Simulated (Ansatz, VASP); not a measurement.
## One calculation of SiC, two programs

File POSCAR:

```
SiC
1.0
    0.0000000000      2.1335871955      2.1335871955
    2.1335871955      0.0000000000      2.1335871955
    2.1335871955      2.1335871955      0.0000000000
Si C
1 1
Direct
    0.0000000000      0.0000000000      0.0000000000
    0.2500000000      0.2500000000      0.2500000000
```

Contents of INCAR.step1:

```
PREC = Accurate
ENCUT = 660
ISMEAR = 0
SIGMA = 0.01
LREAL = F
LASPH = T
NELM = 120
NBANDS = 11
GGA = PE
ALGO = Normal
EDIFF = 1E-5
LWAVE = T
LCHARG = F
GGA_COMPAT = F
```

INCAR.step2

```
PREC = Accurate
ENCUT = 660
EDIFF = 1E-6
ISMEAR = 0
SIGMA = 0.01
LREAL = F
LASPH = T
NELM = 120
ALGO = Normal
ISIF = 2
LWAVE = F
LCHARG = T
METAGGA = R2SCAN
LMIXTAU = T
LELF = T
LVHAR = T
NBANDS = 11
ISTART = 1
GGA_COMPAT = F
```

The input KPOINTS:

```
regular mesh
0
Gamma
  8 8 8
```

Input for Ansatz:

```yaml
crystal:
  lattice:
    - [0.0, 2.1335871955, 2.1335871955]
    - [2.1335871955, 0.0, 2.1335871955]
    - [2.1335871955, 2.1335871955, 0.0]
  atoms:
    - { symbol: Si, position: [0.0, 0.0, 0.0] }
    - { symbol: C, position: [0.25, 0.25, 0.25] }
kpoints:
  mp_grid: { grid: [8, 8, 8] }
hamiltonian:
  xc: r2scan
scf:
  occupations: { method: fixed }
  n_extra_bands: 4
output:
  forces: true
  stress: true
  eigenvalues: true
```

Alike in both runs: task single point; functional r2SCAN; k mesh 8 × 8 × 8; no spin polarisation.

```csv
,VASP,Ansatz
version,VASP 6.6.1,Ansatz 0.2.0
potentials or method,"VASP PAW PBE potentials, release 64 (Si, C)","plane waves, PAW"
plane-wave cutoff (eV),660,500
occupations,"gaussian, width 0.01 eV",fixed
valence electrons in the cell,8,8
```

Ansatz gave:

```
gap on the k mesh at the Fermi level (eV) : 1.67
pressure (GPa)                            : 15.9
```

**Question.** Which values does VASP return?

**Answer.** gap on the k mesh at the Fermi level (eV): 1.68; pressure (GPa): 15.4.

VASP's potentials were made for PBE, not for r2SCAN.
